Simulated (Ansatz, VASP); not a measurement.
## Sn: VASP beside Ansatz

```
Sn
1.0
     0.00000    3.24560    3.31051
     3.24560    0.00000    3.31051
     3.24560    3.24560    0.00000
Sn
2
Direct
  0.50000 0.50000 0.50000
  0.75000 0.75000 0.75000
```

Change from the starting cell: zz strain of +2 %.

Alike in both runs: task single point; functional PBE; k mesh 9 × 9 × 9; occupations fermi-dirac, width 0.03 eV; no spin polarisation.

|  | VASP | Ansatz |
| --- | --- | --- |
| version | VASP 6.6.1 | Ansatz 0.2.0 |
| potentials or method | VASP PAW PBE potentials, release 64 (Sn_d), cutoff 520 eV | all-electron LAPW, scalar-relativistic |

```csv
,VASP,Ansatz,Ansatz less VASP
pressure (GPa),2.2,2.2,+0.05
"traceless stress, the component that is largest in VASP (GPa)",-0.40,-0.40,-0.001
```

Ansatz ran all-electron here, and VASP with PAW potentials.
